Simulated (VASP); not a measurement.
Sr:

```xyz
1
Lattice="0.0000 2.3650 2.3650 2.3650 0.0000 2.3650 2.3650 2.3650 0.0000" Properties=species:S:1:pos:R:3 pbc="T T T"
Sr    0.0000    0.0000    0.0000
```

```yaml
Program: VASP 6.6.1
Task: relaxation of cell and atoms
Functional: PBEsol
Potentials_or_basis: VASP PAW PBE potentials, release 64 (Sr_sv)
Cutoff: 500 eV
k_mesh: 8 × 8 × 8
Occupations: gaussian, width 0.1 eV
Spin: no spin polarisation
```

At the start: pressure 22.4 GPa; volume 26.46 Å³/atom.

Problem. Where does the relaxation end?

Solution. Over 4 steps the energy falls by 1150.3 meV/atom and the volume is 51.35 Å³/atom (+94.1 %); space group Fm-3m (No. 225, to 0.1 Å) before and after.

Step by step:
```csv
step,energy change (eV),largest force (eV/Å),pressure (GPa),volume (Å³)
1,0.0000,0.0000,22.44,26.46
2,-1.0802,0.0000,3.06,43.33
3,-1.1455,0.0000,0.67,49.26
4,-1.1503,0.0000,0.09,51.35
```

Final structure:
```cif
data_structure
_symmetry_space_group_name_H-M 'P 1'
_symmetry_Int_Tables_number 1
_cell_length_a 4.1721
_cell_length_b 4.1721
_cell_length_c 4.1721
_cell_angle_alpha 60.000
_cell_angle_beta 60.000
_cell_angle_gamma 60.000
_cell_volume 51.35
loop_
_atom_site_label
_atom_site_type_symbol
_atom_site_fract_x
_atom_site_fract_y
_atom_site_fract_z
_atom_site_occupancy
Sr1 Sr 0.00000 0.00000 0.00000 1
```

Caveat: the volume moved by over 15 % at a fixed basis, so the end points are rough; the PAW data sets were made with another functional, which shifts forces and pressure a little.
